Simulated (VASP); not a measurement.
# Cs (C2/m) in VASP: further runs

Cs is run at these levels: PBEsol; tasks: single point.

Everything below comes from runs of VASP 6.6.1. Logs are shortened: lines on timing, memory, paths and dates and some standing lists are left out, and cuts for length are marked.

## Step 1: The cell of the first run

Symmetry: C2/m, No. 12, monoclinic system. Conventional cell: a = 6.038 Å, b = 8.676 Å, c = 5.110 Å, α = 90.00°, β = 120.26°, γ = 90.00°.

## Step 2: Single point, PBEsol

INCAR

```
SYSTEM = Cs
ALGO     = Normal         ! electronic algorithm
EDIFF    = 1E-6           ! SCF threshold, eV
ENCUT    = 500            ! plane-wave cutoff, eV
GGA      = PS             ! functional
GGA_COMPAT= .False.      
ISIF     = 2              ! what is computed and relaxed
ISMEAR   = -1             ! smearing method
LASPH    = .True.         ! aspherical terms in the spheres
LCHARG   = .True.         ! write CHGCAR
LELF     = .True.         ! ELF
LREAL    = .False.        ! projectors in reciprocal space
LVHAR    = .True.       
LWAVE    = .False.        ! write WAVECAR
NBANDS   = 10             ! bands
NELM     = 120            ! most SCF steps
PREC     = Accurate       ! precision mode
SIGMA    = 0.15           ! smearing width, eV
```

KPOINTS

```
k-points
0
Gamma
  6 6 6
  0 0 0
```

POSCAR

```
Cs
1.0
    3.0190110000     -4.3381320000      0.0000000000
    3.0190110000      4.3381320000      0.0000000000
   -2.5749360000      0.0000000000      4.4138870000
Cs
1
Direct
    0.0000000000      0.0000000000      0.5000000000
```

Potentials or basis: VASP PAW PBE potentials, release 64 (Cs_sv).

Run with:

```
$ cat potpaw_PBE.64/Cs_sv/POTCAR > POTCAR
$ mpirun -np 1 vasp_std > vasp.out
```

OUTCAR:

```text
SYSTEM = Cs
   EDIFF = 1E-6
   ENCUT = 500
   GGA = PS
   ISIF = 2
   ISMEAR = -1
   LASPH = .True.
   LREAL = .False.
   NELM = 120
   PREC = Accurate

 ion  position               nearest neighbor table
   1  0.000  0.000  0.500-

  LATTYP: Found a base centered monoclinic cell.
 ALAT       =     6.0380220000
 B/A-ratio  =     1.4369381231
 C/A-ratio  =     0.8463132639
 COS(beta)  =    -0.5038956400

  Lattice vectors:

 A1 = (   3.0190110000,  -4.3381320000,   0.0000000000)
 A2 = (   3.0190110000,   4.3381320000,   0.0000000000)
 A3 = (  -2.5749360000,   0.0000000000,   4.4138870000)

Analysis of symmetry for initial positions (statically):
=====================================================================
 Subroutine PRICEL returns:
 Original cell was already a primitive cell.

 Routine SETGRP: Setting up the symmetry group for a
 base centered monoclinic supercell.

 Subroutine GETGRP returns: Found  4 space group operations
 (whereof  4 operations were pure point group operations)
 out of a pool of  4 trial point group operations.

The static configuration has the point symmetry C_2h.

Analysis of symmetry for dynamics (positions and initial velocities):
=====================================================================
 Subroutine PRICEL returns:
 Original cell was already a primitive cell.

 Routine SETGRP: Setting up the symmetry group for a
 base centered monoclinic supercell.

 Subroutine GETGRP returns: Found  4 space group operations
 (whereof  4 operations were pure point group operations)
 out of a pool of  4 trial point group operations.

The dynamic configuration has the point symmetry C_2h.

 Subroutine INISYM returns: Found  4 space group operations
 (whereof  4 operations are pure point group operations),
 and found     1 'primitive' translations

----------------------------------------------------------------------------------------

                                     Primitive cell

  volume of cell :     115.6162

  direct lattice vectors                    reciprocal lattice vectors
     3.019011000 -4.338132000  0.000000000     0.165617151 -0.115256982  0.096616330
     3.019011000  4.338132000  0.000000000     0.165617151  0.115256982  0.096616330
    -2.574936000  0.000000000  4.413887000     0.000000000  0.000000000  0.226557680

  length of vectors
     5.285245185  5.285245185  5.110058107     0.223713942  0.223713942  0.226557680

  position of ions in fractional coordinates (direct lattice)
     1.000000000  1.000000000  0.500000000

  ion indices of the primitive-cell ions
   primitive index   ion index
                 1           1

----------------------------------------------------------------------------------------

 KPOINTS: k-points

Automatic generation of k-mesh.
 Grid dimensions read from file:
 generate k-points for:    6    6    6

 Generating k-lattice:

  Cartesian coordinates                     Fractional coordinates (reciprocal lattice)
     0.027602858 -0.019209497  0.016102722     0.166666667  0.000000000  0.000000000
     0.027602858  0.019209497  0.016102722     0.000000000  0.166666667  0.000000000
     0.000000000  0.000000000  0.037759613     0.000000000  0.000000000  0.166666667

  Length of vectors
     0.037285657  0.037285657  0.037759613

  Shift w.r.t. Gamma in fractional coordinates (k-lattice)
     0.000000000  0.000000000  0.000000000

 Subroutine IBZKPT returns following result:
 ===========================================

 Found     68 irreducible k-points:

 Following reciprocal coordinates:
            Coordinates               Weight
  0.000000  0.000000  0.000000      1.000000
  0.166667  0.000000  0.000000      4.000000
  0.333333  0.000000 -0.000000      4.000000
  0.500000  0.000000 -0.000000      2.000000
  0.166667  0.166667  0.000000      2.000000
  0.333333  0.166667 -0.000000      4.000000
[... 16 lines left out ...]
 -0.333333  0.166667  0.166667      4.000000
 -0.166667  0.166667  0.166667      4.000000
 [... further k-points ...]
   k-points           NKPTS =     68   k-points in BZ     NKDIM =     68   number of bands    NBANDS=     10
   number of dos      NEDOS =    301   number of ions     NIONS =      1
   total plane-waves  NPLWV =  64000
   dimension x,y,z NGX =    40 NGY =   40 NGZ =   40
   dimension x,y,z NGXF=    80 NGYF=   80 NGZF=   80
   ions per type =               1
   NGX,Y,Z   is equivalent  to a cutoff of  12.58, 12.58, 13.01 a.u.
   NGXF,Y,Z  is equivalent  to a cutoff of  25.16, 25.16, 26.03 a.u.
 SYSTEM =  Cs
   PREC   = accura    normal or accurate (medium, high low for compatibility)
   ISTART =      0    job   : 0-new  1-cont  2-samecut
   ICHARG =      2    charge: 1-file 2-atom 10-const
   ISPIN  =      1    spin polarized calculation?
   LNONCOLLINEAR =      F non collinear calculations
   LSORBIT =      F    spin-orbit coupling
   LASPH  =      T    aspherical Exc in radial PAW
   ENCUT  =  500.0 eV  36.75 Ry    6.06 a.u.   9.64  9.64  9.32*2*pi/ulx,y,z
   NELM   =    120;   NELMIN=  2; NELMDL= -5     # of ELM steps
   EDIFF  = 0.1E-05   stopping-criterion for ELM
   LREAL  =      F    real-space projection
   EDIFFG = 0.1E-04   stopping-criterion for IOM
   NSW    =      0    number of steps for IOM
   IBRION =     -1    ionic relax: 0-MD 1-quasi-New 2-CG
   NFREE  =      0    steps in history (QN), initial steepest desc. (CG)
   ISIF   =      2    stress and relaxation
   ISYM   =      2    0-nonsym 1-usesym 2-fastsym
   POTIM  = 0.5000    time-step for ionic-motion
   TEBEG  =    0.0;   TEEND  =   0.0 temperature during run
   PSTRESS=    0.0 pullay stress
   NELECT =       9.0000    total number of electrons
   NUPDOWN=      -1.0000    fix difference up-down
   EMIN   =  10.00;   EMAX   =-10.00  energy-range for DOS
   EFERMI =   0.00;   METHOD = LEGACY
   ISMEAR =    -1;   SIGMA  =   0.15  broadening in eV -4-tet -1-fermi 0-gaus
   EFERMI_NEDOS =   21; number of points for ismear=-14 and -15
   IALGO  =     38    algorithm
   IMIX   =      4    mixing-type and parameters
     AMIX     =   0.40;   BMIX     =  1.00
     AMIX_MAG =   1.60;   BMIX_MAG =  1.00
  volume/ion in A,a.u.               =     115.62       780.22
  Fermi-wavevector in a.u.,A,eV,Ry     =   0.699009  1.320936  6.647992  0.488614
  Thomas-Fermi vector in A             =   1.782770
   LORBIT       =      0    0 simple, 1 ext, 2 COOP (PROOUT), +10 PAW based schemes
   GGA     = PS    functional components
   LHFCALC =     F    Hartree Fock is set to
   AEXX    =    0.0000 exact exchange contribution
   IVDW    =     0    specifies the selected vdW correction
   LEPSILON=     F    determine dielectric tensor
   LRPA    =     F    only Hartree local field effects (RPA)
 non-spin polarized calculation
  energy-cutoff  :      500.00
  volume of cell :      115.62
 maximum number of plane-waves:      2953
 NGX is ok and might be reduce to    40
   NGX = 19   NGY = 19   NGZ = 19

 number of electron       9.0000000 magnetization

 Free energy of the ion-electron system (eV)
  ---------------------------------------------------
  ext. energy  EPLUGINS =         0.00000000
  ---------------------------------------------------
  free energy    TOTEN  =        -0.97879524 eV

  energy without entropy =       -0.88826409  energy(sigma->0) =       -0.93352966

 E-fermi :   0.3425     XC(G=0):  -5.4608

 val. band max:        0.3390766518   @ k =   0.5000   0.1667   0.0000
 cond. band min:       0.3637937758   @ k =   0.0000   0.0000   0.5000
 fundamental gap:      0.0247171240
 Fermi energy:         0.3424607297

 k-point     1 :       0.0000    0.0000    0.0000
  band No.  band energies     occupation
      1     -23.4931      2.00000
      2     -10.2206      2.00000
      3     -10.2118      2.00000
      4     -10.2028      2.00000
      5      -1.3141      1.99997
      6       2.6144      0.00000
      7       2.7716      0.00000
      8       3.0716      0.00000
      9       3.7069      0.00000
     10       3.9144      0.00000

 k-point     2 :       0.1667    0.0000    0.0000
  band No.  band energies     occupation
      1     -23.4918      2.00000
      2     -10.2489      2.00000
      3     -10.2218      2.00000
      4     -10.2046      2.00000
      5      -1.0332      1.99979
      6       2.3688      0.00000
      7       2.4383      0.00000
      8       3.2568      0.00000
      9       3.7368      0.00000
     10       3.8154      0.00000

 k-point     3 :       0.3333    0.0000   -0.0000
  band No.  band energies     occupation
      1     -23.4891      2.00000
      2     -10.3105      2.00000
      3     -10.2367      2.00000
      4     -10.2065      2.00000
      5      -0.3045      1.97357
      6       1.6158      0.00041
      7       2.0982      0.00002
      8       3.8789      0.00000
      9       3.9221      0.00000
     10       4.1126      0.00000

 k-point     4 :       0.5000    0.0000   -0.0000
  band No.  band energies     occupation
      1     -23.4878      2.00000
      2     -10.3407      2.00000
      3     -10.2441      2.00000
      4     -10.2073      2.00000
      5       0.3244      1.06007
      6       1.1121      0.01175
      7       1.9581      0.00004
      8       3.7582      0.00000
      9       4.3791      0.00000
     10       4.7948      0.00000
[... 222 lines left out ...]
 k-point    22 :       0.5000    0.1667    0.1667
  band No.  band energies     occupation
      1     -23.4868      2.00000
      2     -10.3237      2.00000
      3     -10.2444      2.00000
      4     -10.2410      2.00000
      5       0.2722      1.22991
      6       1.5628      0.00059
      7       1.7482      0.00017
      8       3.8438      0.00000
      9       3.8689      0.00000
     10       4.1745      0.00000

 k-point    23 :      -0.3333    0.1667    0.1667
  band No.  band energies     occupation
      1     -23.4882      2.00000
      2     -10.2946      2.00000
      3     -10.2371      2.00000
      4     -10.2297      2.00000
      5      -0.4421      1.98936
      6       2.0556      0.00002
      7       2.2444      0.00001
      8       3.1391      0.00000
      9       3.6463      0.00000
     10       4.0794      0.00000

 k-point    24 :      -0.1667    0.1667    0.1667
  band No.  band energies     occupation
      1     -23.4897      2.00000
      2     -10.2530      2.00000
      3     -10.2367      2.00000
      4     -10.2349      2.00000
      5      -0.7373      1.99851
      6       2.4466      0.00000
      7       2.5870      0.00000
      8       2.7752      0.00000
      9       3.1906      0.00000
     10       4.1428      0.00000

 [... further k-points ...]
[... 5 lines left out ...]
  --------------------------------------------------------------------------------------
  -------------------------------------------------------------------------------------
  Total       -0.0867785     -0.0712974     -0.0808033      0.0000000      0.0000000     -0.0883763
  in kB       -1.2025527     -0.9880200     -1.1197496      0.0000000      0.0000000     -1.2246948
  external PRESSURE =      -1.1034408 kB  Pullay stress =       0.0000000 kB

 VOLUME and BASIS-vectors are now :
 -----------------------------------------------------------------------------
  energy-cutoff  :      500.00
  volume of cell :      115.62
      direct lattice vectors                 reciprocal lattice vectors
     3.019011000 -4.338132000  0.000000000     0.165617151 -0.115256982  0.096616330
     3.019011000  4.338132000  0.000000000     0.165617151  0.115256982  0.096616330
    -2.574936000  0.000000000  4.413887000     0.000000000  0.000000000  0.226557680

 POSITION                                       TOTAL-FORCE (eV/Angst)
 -----------------------------------------------------------------------------------
     -1.28747      0.00000      2.20694         0.000000      0.000000      0.000000
 -----------------------------------------------------------------------------------
    total drift:                               -0.000000      0.000000      0.000000

  FREE ENERGIE OF THE ION-ELECTRON SYSTEM (eV)
  ---------------------------------------------------
  free  energy   TOTEN  =        -0.9787952376 eV

  energy  without entropy=       -0.8882640901  energy(sigma->0) =       -0.93352966
```

Run time: 94 s. Hardware: 1 thread of AMD EPYC 7R13, shared host; peak memory 0.23 GiB.

Results:

| Quantity | Value |
| --- | --- |
| Free energy | -0.9788 eV |
| Pressure | -0.1 GPa |

Caveat: the PAW data sets were made with another functional, which shifts forces and pressure a little; spin-orbit coupling is left out, which moves the levels of the heavy elements.

## Step 3: Single point, PBEsol

INCAR

```
PREC     = Accurate       # precision mode
ENCUT    = 500            # plane-wave cutoff, eV
EDIFF    = 1E-6           # SCF threshold, eV
ISMEAR   = -1             # smearing method
SIGMA    = 0.15           # smearing width, eV
LREAL    = F              # projectors in reciprocal space
LASPH    = T              # aspherical terms in the spheres
NELM     = 120            # most SCF steps
ALGO     = Normal         # electronic algorithm
ISIF     = 2              # what is computed and relaxed
LWAVE    = F              # write WAVECAR
LCHARG   = F              # write CHGCAR
GGA      = PS             # functional
NBANDS   = 10             # bands
GGA_COMPAT= F
```

KPOINTS

```
regular mesh
0
Gamma
  6 6 6
```

POSCAR is that of step 2.

Potentials or basis: VASP PAW PBE potentials, release 64 (Cs_sv).

Run with:

```
$ cat potpaw_PBE.64/Cs_sv/POTCAR > POTCAR
$ mpirun -np 1 vasp_std > vasp.out
```

Run time: 100 s. Hardware: 1 thread of AMD EPYC 7R13, shared host; peak memory 0.23 GiB.

The run converged. Its results:

```
Free energy : -0.9788 eV
Pressure    : -0.1 GPa
```

Stress tensor (GPa, compression positive):
```
-0.12  0.00 -0.12
 0.00 -0.10  0.00
-0.12  0.00 -0.11
```

Levels at points of the mesh, in eV from the Fermi level:
```tsv
k point	band 1	band 2	band 3	band 4	band 5	band 6	band 7	band 8
(0.00, 0.00, 0.00)	-23.84	-10.56	-10.55	-10.55	-1.66	2.27	2.43	2.73
(0.50, 0.00, 0.00)	-23.83	-10.68	-10.59	-10.55	-0.02	0.77	1.62	3.42
(0.50, 0.50, 0.00)	-23.83	-10.70	-10.60	-10.55	0.06	0.89	1.70	3.17
(0.00, 0.00, 0.50)	-23.83	-10.70	-10.59	-10.55	0.02	0.82	1.75	3.16
(0.50, 0.00, 0.50)	-23.83	-10.71	-10.62	-10.56	0.15	1.07	1.61	3.10
(0.50, 0.50, 0.50)	-23.82	-10.68	-10.66	-10.62	0.65	0.72	2.91	2.96
```

Caveat: the PAW data sets were made with another functional, which shifts forces and pressure a little; spin-orbit coupling is left out, which moves the levels of the heavy elements.
